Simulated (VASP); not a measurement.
A run of VASP 6.6.1 is set up as follows.

Contents of INCAR:

```
PREC = Accurate ; ENCUT = 520
EDIFF = 1E-7 ; ISMEAR = 0
SIGMA = 0.05 ; LREAL = False
LASPH = True ; NELM = 60
ALGO = Normal ; ISIF = 2
LWAVE = False ; LCHARG = True
GGA = PS ; LELF = True
LVHAR = True ; NBANDS = 31
```

File KPOINTS:

```
Automatic mesh
0
Gamma
  6 6 6
```

File POSCAR:

```
Al3GaN4
1.0
    4.3189760727     -0.1615208909     -0.1615208909
   -0.1615208909      4.3189760727     -0.1615208909
   -0.1615208909     -0.1615208909      4.3189760727
Al Ga N
3 1 4
Direct
    0.5000000000      0.5000000000      0.0000000000
    0.5000000000      0.0000000000      0.5000000000
    0.0000000000      0.5000000000      0.5000000000
    0.0000000000      0.0000000000      0.0000000000
    0.7447140287      0.7447140287      0.2552859713
    0.7447140287      0.2552859713      0.7447140287
    0.2552859713      0.7447140287      0.7447140287
    0.2552859713      0.2552859713      0.2552859713
```

Potentials or basis: VASP PAW PBE potentials, release 64 (Al, Ga_d, N).

Command:

```bash
$ cat potpaw_PBE.64/Al/POTCAR potpaw_PBE.64/Ga_d/POTCAR potpaw_PBE.64/N/POTCAR > POTCAR
$ mpirun -np 1 vasp_std > vasp.out
```

(1) What does it give for the largest force?

(2) What does it give for the pressure?

Results:

(1) 2.544 eV/Å.

(2) 19.1 GPa.

Caveat: the PAW data sets were made with another functional, which shifts forces and pressure a little.
